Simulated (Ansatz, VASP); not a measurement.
Na3H2 in VASP and in Ansatz

The input INCAR:

```
SYSTEM = Na3H2
PREC = Accurate
ENCUT = 520
EDIFF = 1E-7
ISMEAR = 0
SIGMA = 0.1
LREAL = .FALSE.
LASPH = .TRUE.
NELM = 80
ALGO = Normal
ISIF = 2
LWAVE = .FALSE.
LCHARG = .FALSE.
GGA = PE
NBANDS = 20
```

File KPOINTS:

```
Automatic mesh
0
G
  8 8 6
  0 0 0
```

File POSCAR:

```
Na3H2
1.0
    4.3911846439      0.0000000000      0.0000000000
    0.0000000000      4.3911846439      0.0000000000
    0.0000000000      0.0000000000      7.6206876352
Na H
3 2
Direct
    0.0000000000      0.0000000000      0.0000000000
    0.5000000000      0.5000000000      0.5000000000
    0.0000000000      0.0000000000      0.5000000000
    0.5000000000      0.0000000000      0.5509523231
    0.0000000000      0.5000000000      0.4490476769
```

Input for Ansatz:

```yaml
crystal:
  lattice:
    - [4.3911846439, 0.0, 0.0]
    - [0.0, 4.3911846439, 0.0]
    - [0.0, 0.0, 7.6206876352]
  atoms:
    - { symbol: Na, position: [0.0, 0.0, 0.0] }
    - { symbol: Na, position: [0.5, 0.5, 0.5] }
    - { symbol: Na, position: [0.0, 0.0, 0.5] }
    - { symbol: H, position: [0.5, 0.0, 0.5509523231] }
    - { symbol: H, position: [0.0, 0.5, 0.4490476769] }
basis:
  ecutwfc: 420
kpoints:
  mp_grid: { grid: [8, 8, 6] }
  band_path:
    path:
      - [[0.0, 0.0, 0.0], [0.0, 0.5, 0.0], [0.5, 0.5, 0.0], [0.0, 0.0, 0.0], [0.0, 0.0, 0.5], [0.0, 0.5, 0.5], [0.5, 0.5, 0.5], [0.0, 0.0, 0.5]]
      - [[0.0, 0.5, 0.0], [0.0, 0.5, 0.5]]
      - [[0.5, 0.5, 0.0], [0.5, 0.5, 0.5]]
    npoints: 14
hamiltonian:
  xc: pbe
scf:
  occupations: { method: gaussian, width: 0.1 }
  n_extra_bands: 12
output:
  forces: true
  stress: true
  eigenvalues: true
  populations: true
  dos: { projected: true, de: 0.02, nscf_kmesh: { grid: [10, 10, 8] } }
  bader: true
  write_density: true
  write_potential: true
  elf: true
  volumetric_format: npy
```

Alike in both runs: task single point; functional PBE; k mesh 8 × 8 × 6; occupations gaussian, width 0.1 eV; no spin polarisation.

```csv
,VASP,Ansatz
version,VASP 6.6.1,Ansatz 0.2.0
potentials or method,"VASP PAW PBE potentials, release 64 (Na_pv, H), cutoff 520 eV","scalar-relativistic, plane waves, PAW"
valence electrons in the cell,23,29
```

```csv
,VASP,Ansatz,Ansatz less VASP
gap on the k mesh at the Fermi level (eV),none,none,-
pressure (GPa),0.0,0.0,+0.01
```

A gap of «none» marks a metal or a gap that the smearing closes. VASP's potentials hold 23 valence electrons a cell and Ansatz's 29, so a difference there can come from the potentials and not from the codes.
